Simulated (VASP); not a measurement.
# Hf5Te (P4/mmm) in VASP: single point with PBE

Aim: the single point of Hf5Te with PBE.

All numbers are computed with VASP 6.6.1; they aren't measurements. Logs are shortened: lines on timing, memory, paths and dates and some standing lists are left out, and cuts for length are marked.

## (1) The cell of the first run

It takes space group P4/mmm (No. 123, tetragonal). The conventional cell has a = 6.821 Å, b = 6.821 Å, c = 3.376 Å, α = 90.00°, β = 90.00°, γ = 90.00°. Hf (site symmetry m2m) has 8 Hf at 2.91 to 3.46 Å and 2 Te at 2.97 Å within 3.8 Å. Within 3.8 Å of Hf (site symmetry 4/mmm) lie 10 Hf at 2.91 to 3.38 Å. Te (site symmetry 4/mmm) has 8 Hf at 2.97 Å and 2 Te at 3.38 Å within 3.9 Å.

The cell was built from a structure type or drawn by symmetry, and may not be a known phase.

## (2) Single point, PBE

File INCAR:

```
SYSTEM = Hf5Te
PREC = Accurate
ENCUT = 520
EDIFF = 1E-7
ISMEAR = 0
SIGMA = 0.1
LREAL = .FALSE.
LASPH = .TRUE.
NELM = 60
ALGO = Fast
ISIF = 2
LWAVE = .FALSE.
LCHARG = .FALSE.
GGA = PE
NBANDS = 37
```

File KPOINTS:

```
Automatic mesh
0
G
  6 6 12
  0 0 0
```

File POSCAR:

```
Hf5Te
1.0
    6.8206696567      0.0000000000      0.0000000000
    0.0000000000      6.8206696567      0.0000000000
    0.0000000000      0.0000000000      3.3760339882
Hf Te
5 1
Direct
    0.7460795060      0.7460795060      0.5000000000
    0.2539204940      0.2539204940      0.5000000000
    0.2539204940      0.7460795060      0.5000000000
    0.7460795060      0.2539204940      0.5000000000
    0.5000000000      0.5000000000      0.0000000000
    0.0000000000      0.0000000000      0.0000000000
```

Potentials or basis: VASP PAW PBE potentials, release 64 (Hf_pv, Te).

Started as:

```sh
$ cat potpaw_PBE.64/Hf_pv/POTCAR potpaw_PBE.64/Te/POTCAR > POTCAR
$ mpirun -np 1 vasp_std > vasp.out
```

OUTCAR:

```text
SYSTEM = Hf5Te
   PREC = Accurate
   ENCUT = 520
   EDIFF = 1E-7
   ISMEAR = 0
   LREAL = .FALSE.
   LASPH = .TRUE.
   NELM = 60
   ISIF = 2
   GGA = PE

 ion  position               nearest neighbor table
   1  0.746  0.746  0.500-   5 2.91   5 2.91   6 2.97   6 2.97   3 3.36   4 3.36   3 3.46   4 3.46

   2  0.254  0.254  0.500-   5 2.91   5 2.91   6 2.97   6 2.97   3 3.36   4 3.36   3 3.46   4 3.46

   3  0.254  0.746  0.500-   5 2.91   5 2.91   6 2.97   6 2.97   1 3.36   2 3.36   2 3.46   1 3.46

   4  0.746  0.254  0.500-   5 2.91   5 2.91   6 2.97   6 2.97   1 3.36   2 3.36   2 3.46   1 3.46

   5  0.500  0.500  0.000-   1 2.91   2 2.91   3 2.91   4 2.91   1 2.91   2 2.91   3 2.91   4 2.91

   6  0.000  0.000  0.000-   1 2.97   2 2.97   3 2.97   4 2.97   1 2.97   2 2.97   3 2.97   4 2.97

  LATTYP: Found a simple tetragonal cell.
 ALAT       =     6.8206696567
 C/A-ratio  =     0.4949710451

  Lattice vectors:

 A1 = (   6.8206696567,   0.0000000000,   0.0000000000)
 A2 = (   0.0000000000,   6.8206696567,   0.0000000000)
 A3 = (   0.0000000000,   0.0000000000,   3.3760339882)

Analysis of symmetry for initial positions (statically):
=====================================================================
 Subroutine PRICEL returns:
 Original cell was already a primitive cell.

 Routine SETGRP: Setting up the symmetry group for a
 simple tetragonal supercell.

 Subroutine GETGRP returns: Found 16 space group operations
 (whereof 16 operations were pure point group operations)
 out of a pool of 16 trial point group operations.

The static configuration has the point symmetry D_4h.

Analysis of symmetry for dynamics (positions and initial velocities):
=====================================================================
 Subroutine PRICEL returns:
 Original cell was already a primitive cell.

 Routine SETGRP: Setting up the symmetry group for a
 simple tetragonal supercell.

 Subroutine GETGRP returns: Found 16 space group operations
 (whereof 16 operations were pure point group operations)
 out of a pool of 16 trial point group operations.

The dynamic configuration has the point symmetry D_4h.

 Subroutine INISYM returns: Found 16 space group operations
 (whereof 16 operations are pure point group operations),
 and found     1 'primitive' translations

----------------------------------------------------------------------------------------

                                     Primitive cell

  volume of cell :     157.0583

  direct lattice vectors                    reciprocal lattice vectors
     6.820669657  0.000000000  0.000000000     0.146613170  0.000000000  0.000000000
     0.000000000  6.820669657  0.000000000     0.000000000  0.146613170  0.000000000
     0.000000000  0.000000000  3.376033988     0.000000000  0.000000000  0.296205549

  length of vectors
     6.820669657  6.820669657  3.376033988     0.146613170  0.146613170  0.296205549

  position of ions in fractional coordinates (direct lattice)
     0.746079506  0.746079506  0.500000000
     0.253920494  0.253920494  0.500000000
     0.253920494  0.746079506  0.500000000
     0.746079506  0.253920494  0.500000000
     0.500000000  0.500000000  0.000000000
     0.000000000  0.000000000  0.000000000

  ion indices of the primitive-cell ions
   primitive index   ion index
                 1           1
                 2           2
                 3           3
                 4           4
                 5           5
                 6           6

----------------------------------------------------------------------------------------

 KPOINTS: Automatic mesh

Automatic generation of k-mesh.
 Grid dimensions read from file:
 generate k-points for:    6    6   12

 Generating k-lattice:

  Cartesian coordinates                     Fractional coordinates (reciprocal lattice)
     0.024435528  0.000000000  0.000000000     0.166666667  0.000000000  0.000000000
     0.000000000  0.024435528  0.000000000     0.000000000  0.166666667  0.000000000
     0.000000000  0.000000000  0.024683796     0.000000000  0.000000000  0.083333333

  Length of vectors
     0.024435528  0.024435528  0.024683796

  Shift w.r.t. Gamma in fractional coordinates (k-lattice)
     0.000000000  0.000000000  0.000000000

 Subroutine IBZKPT returns following result:
 ===========================================

 Found     70 irreducible k-points:

 Following reciprocal coordinates:
            Coordinates               Weight
  0.000000  0.000000  0.000000      1.000000
  0.166667  0.000000  0.000000      4.000000
  0.333333  0.000000  0.000000      4.000000
  0.500000  0.000000  0.000000      2.000000
  0.166667  0.166667  0.000000      4.000000
  0.333333  0.166667  0.000000      8.000000
[... 16 lines left out ...]
  0.333333  0.000000  0.166667      8.000000
  0.500000  0.000000  0.166667      4.000000
 [... further k-points ...]
   k-points           NKPTS =     70   k-points in BZ     NKDIM =     70   number of bands    NBANDS=     37
   number of dos      NEDOS =    301   number of ions     NIONS =      6
   total plane-waves  NPLWV =  81648
   dimension x,y,z NGX =    54 NGY =   54 NGZ =   28
   dimension x,y,z NGXF=   108 NGYF=  108 NGZF=   56
   ions per type =               5   1
   NGX,Y,Z   is equivalent  to a cutoff of  13.16, 13.16, 13.79 a.u.
   NGXF,Y,Z  is equivalent  to a cutoff of  26.32, 26.32, 27.58 a.u.
 SYSTEM =  Hf5Te
   PREC   = accura    normal or accurate (medium, high low for compatibility)
   ISTART =      0    job   : 0-new  1-cont  2-samecut
   ICHARG =      2    charge: 1-file 2-atom 10-const
   ISPIN  =      1    spin polarized calculation?
   LNONCOLLINEAR =      F non collinear calculations
   LSORBIT =      F    spin-orbit coupling
   LASPH  =      T    aspherical Exc in radial PAW
   ENCUT  =  520.0 eV  38.22 Ry    6.18 a.u.  12.68 12.68  6.28*2*pi/ulx,y,z
   NELM   =     60;   NELMIN=  2; NELMDL= -5     # of ELM steps
   EDIFF  = 0.1E-06   stopping-criterion for ELM
   LREAL  =      F    real-space projection
   EDIFFG = 0.1E-05   stopping-criterion for IOM
   NSW    =      0    number of steps for IOM
   IBRION =     -1    ionic relax: 0-MD 1-quasi-New 2-CG
   NFREE  =      0    steps in history (QN), initial steepest desc. (CG)
   ISIF   =      2    stress and relaxation
   ISYM   =      2    0-nonsym 1-usesym 2-fastsym
   POTIM  = 0.5000    time-step for ionic-motion
   TEBEG  =    0.0;   TEEND  =   0.0 temperature during run
   PSTRESS=    0.0 pullay stress
   NELECT =      56.0000    total number of electrons
   NUPDOWN=      -1.0000    fix difference up-down
   EMIN   =  10.00;   EMAX   =-10.00  energy-range for DOS
   EFERMI =   0.00;   METHOD = LEGACY
   ISMEAR =     0;   SIGMA  =   0.10  broadening in eV -4-tet -1-fermi 0-gaus
   EFERMI_NEDOS =   21; number of points for ismear=-14 and -15
   IALGO  =     68    algorithm
   IMIX   =      4    mixing-type and parameters
     AMIX     =   0.40;   BMIX     =  1.00
     AMIX_MAG =   1.60;   BMIX_MAG =  1.00
  volume/ion in A,a.u.               =      26.18       176.65
  Fermi-wavevector in a.u.,A,eV,Ry     =   1.160871  2.193728 18.335497  1.347621
  Thomas-Fermi vector in A             =   2.297449
   LORBIT       =      0    0 simple, 1 ext, 2 COOP (PROOUT), +10 PAW based schemes
   GGA     = PE    functional components
   LHFCALC =     F    Hartree Fock is set to
   AEXX    =    0.0000 exact exchange contribution
   IVDW    =     0    specifies the selected vdW correction
   LEPSILON=     F    determine dielectric tensor
   LRPA    =     F    only Hartree local field effects (RPA)
 non-spin polarized calculation
 RMM-DIIS sequential band-by-band and
 Gauss-broadening in eV      SIGMA  =   0.10
  energy-cutoff  :      520.00
  volume of cell :      157.06
 maximum number of plane-waves:      4270
 NGX is ok and might be reduce to    54
   NGX = 25   NGY = 25   NGZ = 13

 number of electron      56.0000006 magnetization

 Free energy of the ion-electron system (eV)
  ---------------------------------------------------
  ext. energy  EPLUGINS =         0.00000000
  ---------------------------------------------------
  free energy    TOTEN  =       -50.16021680 eV

  energy without entropy =      -50.12190141  energy(sigma->0) =      -50.14105911

 E-fermi :   4.6346     XC(G=0): -10.3740

 val. band max:        4.6283643961   @ k =   0.5000   0.1667   0.2500
 cond. band min:       4.6369718924   @ k =   0.3333   0.0000   0.4167
 fundamental gap:      0.0086074964
 Fermi energy:         4.6345907455

 k-point     1 :       0.0000    0.0000    0.0000
  band No.  band energies     occupation
      1     -26.5338      2.00000
      2     -26.5338      2.00000
      3     -26.5004      2.00000
      4     -26.4842      2.00000
      5     -26.3021      2.00000
      6     -26.3021      2.00000
[... 29 lines left out ...]
     36       7.2332      0.00000
     37       7.9258      0.00000

 k-point     2 :       0.1667    0.0000    0.0000
  band No.  band energies     occupation
      1     -26.5417      2.00000
      2     -26.5189      2.00000
      3     -26.4896      2.00000
      4     -26.4747      2.00000
      5     -26.3141      2.00000
      6     -26.3017      2.00000
[... 29 lines left out ...]
     36       7.2019      0.00000
     37       7.7471      0.00000

 k-point     3 :       0.3333    0.0000    0.0000
  band No.  band energies     occupation
      1     -26.5514      2.00000
      2     -26.4808      2.00000
      3     -26.4803      2.00000
      4     -26.4399      2.00000
      5     -26.3472      2.00000
      6     -26.3214      2.00000
[... 29 lines left out ...]
     36       7.3555      0.00000
     37       7.5976      0.00000

 k-point     4 :       0.5000    0.0000    0.0000
  band No.  band energies     occupation
      1     -26.5551      2.00000
      2     -26.4778      2.00000
      3     -26.4501      2.00000
      4     -26.3958      2.00000
      5     -26.3902      2.00000
      6     -26.3514      2.00000
[... 29 lines left out ...]
     36       6.9856      0.00000
     37       7.6896      0.00000
[... 683 lines left out ...]
      1     -26.5283      2.00000
      2     -26.5074      2.00000
      3     -26.4983      2.00000
      4     -26.4702      2.00000
      5     -26.3137      2.00000
      6     -26.3012      2.00000
[... 29 lines left out ...]
     36       6.7867      0.00000
     37       7.5557      0.00000

 k-point    23 :       0.3333    0.0000    0.1667
  band No.  band energies     occupation
      1     -26.5302      2.00000
      2     -26.4976      2.00000
      3     -26.4612      2.00000
      4     -26.4424      2.00000
      5     -26.3454      2.00000
      6     -26.3170      2.00000
[... 29 lines left out ...]
     36       6.5897      0.00000
     37       7.3224      0.00000

 k-point    24 :       0.5000    0.0000    0.1667
  band No.  band energies     occupation
      1     -26.5313      2.00000
      2     -26.4939      2.00000
      3     -26.4316      2.00000
      4     -26.4065      2.00000
      5     -26.3828      2.00000
      6     -26.3450      2.00000
[... 29 lines left out ...]
     36       6.5942      0.00000
     37       7.1378      0.00000

 [... further k-points ...]
[... 5 lines left out ...]
  --------------------------------------------------------------------------------------
  -------------------------------------------------------------------------------------
  Total       -0.2800852     -0.2800852     -0.3344759      0.0000000     -0.0000000     -0.0000000
  in kB       -2.8571952     -2.8571952     -3.4120437      0.0000000     -0.0000000     -0.0000000
  external PRESSURE =      -3.0421447 kB  Pullay stress =       0.0000000 kB

 VOLUME and BASIS-vectors are now :
 -----------------------------------------------------------------------------
  energy-cutoff  :      520.00
  volume of cell :      157.06
      direct lattice vectors                 reciprocal lattice vectors
     6.820669657  0.000000000  0.000000000     0.146613170  0.000000000  0.000000000
     0.000000000  6.820669657  0.000000000     0.000000000  0.146613170  0.000000000
     0.000000000  0.000000000  3.376033988     0.000000000  0.000000000  0.296205549

 POSITION                                       TOTAL-FORCE (eV/Angst)
 -----------------------------------------------------------------------------------
      5.08876      5.08876      1.68802        -0.005808     -0.005808     -0.000000
      1.73191      1.73191      1.68802         0.005808      0.005808     -0.000000
      1.73191      5.08876      1.68802         0.005808     -0.005808     -0.000000
      5.08876      1.73191      1.68802        -0.005808      0.005808      0.000000
      3.41033      3.41033      0.00000        -0.000000     -0.000000     -0.000000
      0.00000      0.00000      0.00000        -0.000000     -0.000000     -0.000000
 -----------------------------------------------------------------------------------
    total drift:                                0.000000      0.000000     -0.000000

  FREE ENERGIE OF THE ION-ELECTRON SYSTEM (eV)
  ---------------------------------------------------
  free  energy   TOTEN  =       -50.1602167983 eV

  energy  without entropy=      -50.1219014127  energy(sigma->0) =      -50.14105911
```

Wall time 18 min (1 thread of Intel Xeon Platinum 8488C (Sapphire Rapids), shared host); peak memory 0.49 GiB.

Results:

```yaml
Free_energy: -50.1602 eV
Pressure: -0.3 GPa
Largest_force: 0.008 eV/Å
Band_gap_on_the_k_mesh: zero (bands 28 and 29 overlap by 0.94 eV)
```

Forces in eV/Å, atoms in the order of the input:
```
Hf  -0.006 -0.006  0.000
Hf   0.006  0.006  0.000
Hf   0.006 -0.006  0.000
Hf  -0.006  0.006  0.000
Hf   0.000  0.000  0.000
Te   0.000  0.000  0.000
```

Caveat: spin-orbit coupling is left out, which moves the levels of the heavy elements.
